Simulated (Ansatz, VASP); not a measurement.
# One calculation of In, two programs

The input INCAR:

```
ALGO = Normal
EDIFF = 1E-6
ENCUT = 520
GGA = PE
ISIF = 2
ISMEAR = -1
LASPH = True
LCHARG = True
LELF = True
LREAL = False
LVHAR = True
LWAVE = False
NBANDS = 12
NELM = 80
PREC = Accurate
SIGMA = 0.03
```

KPOINTS

```
k-points
0
Gamma
  17 17 17
```

File POSCAR:

```
In
1.0
   -1.6604059914      1.6604059914      2.2508730305
    1.6604059914     -1.6604059914      2.2508730305
    1.6604059914      1.6604059914     -2.2508730305
In
1
Direct
    0.0000000000      0.0000000000      0.0000000000
```

Input for Ansatz:

```yaml
crystal:
  lattice:
    - [-1.6604059914, 1.6604059914, 2.2508730305]
    - [1.6604059914, -1.6604059914, 2.2508730305]
    - [1.6604059914, 1.6604059914, -2.2508730305]
  atoms:
    - { symbol: In, position: [0.0, 0.0, 0.0] }
kpoints:
  mp_grid: { grid: [17, 17, 17] }
scf:
  occupations: { method: fermi_dirac, width: 0.03 }
hamiltonian:
  xc: pbe
  pseudopotentials: { kind: all_electron, lapw: { basis_error: 0.0005 } }
output:
  forces: true
  stress: true
  eigenvalues: true
```

Change from the starting cell: volume scaled by 0.9405.

Alike in both runs: task single point; functional PBE; k mesh 17 × 17 × 17; occupations fermi-dirac, width 0.03 eV; no spin polarisation.

```csv
,VASP,Ansatz
version,VASP 6.6.1,Ansatz 0.2.0
potentials or method,"VASP PAW PBE potentials, release 64 (In_d), cutoff 520 eV","all-electron LAPW, scalar-relativistic"
```

```tsv
	VASP	Ansatz	Ansatz less VASP
pressure (GPa)	4.7	4.7	+0.05
traceless stress, the component that is largest in VASP (GPa)	-0.40	-0.41	-0.001
```

Ansatz ran all-electron here, and VASP with PAW potentials.
